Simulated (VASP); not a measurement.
Re:

```
CELL_PARAMETERS angstrom
2.76639 0.00000 0.00000
-1.38319 2.39576 0.00000
0.00000 0.00000 8.93885
ATOMIC_POSITIONS crystal
Re 0.66667 0.33333 0.75000
Re 0.00000 0.00000 0.50000
Re 0.33333 0.66667 0.25000
Re 0.00000 0.00000 0.00000
```

| Quantity | Value |
| --- | --- |
| Program | VASP 6.6.1 |
| Task | relaxation of cell and atoms |
| Functional | r2SCAN |
| Dispersion | D3(BJ) |
| Potentials or basis | VASP PAW PBE potentials, release 64 (Re) |
| Cutoff | 600 eV |
| k mesh | 11 × 11 × 3 |
| Occupations | fermi-dirac, width 0.05 eV |
| Spin | no spin polarisation |

At the start: pressure -6.4 GPa; volume 14.81 Å³/atom.

Question: Where does the relaxation end?

Answer: Over 9 steps the energy falls by 4.9 meV/atom and the volume is 14.57 Å³/atom (-1.6 %); space group P6_3/mmc (No. 194, to 0.1 Å) before and after.

The path:
| step | energy change (eV) | largest force (eV/Å) | pressure (GPa) | volume (Å³) |
| --- | --- | --- | --- | --- |
| 1 | 0.0000 | 0.0000 | -6.36 | 59.24 |
| 2 | 0.3599 | 0.0000 | 32.87 | 54.35 |
| 3 | -0.0196 | 0.0000 | -0.18 | 58.31 |
| 4 | -0.0196 | 0.0000 | -0.01 | 58.29 |
| 5 | -0.0196 | 0.0000 | 0.13 | 58.27 |
| 6 | -0.0196 | 0.0000 | 0.11 | 58.27 |
| 7 | -0.0197 | 0.0000 | 0.12 | 58.27 |
| 8 | -0.0196 | 0.0000 | -0.35 | 58.34 |
| 9 | -0.0197 | 0.0000 | 0.02 | 58.28 |

Final structure:
```
Re
1.0
     2.74974    0.00000    0.00000
    -1.37487    2.38134    0.00000
     0.00000    0.00000    8.90047
Re
4
Direct
  0.66667 0.33333 0.75000
  0.00000 0.00000 0.50000
  0.33333 0.66667 0.25000
  0.00000 0.00000 0.00000
```

Caveat: the highest band is partly filled, so the run has too few bands; the PAW data sets were made with another functional, which shifts forces and pressure a little.
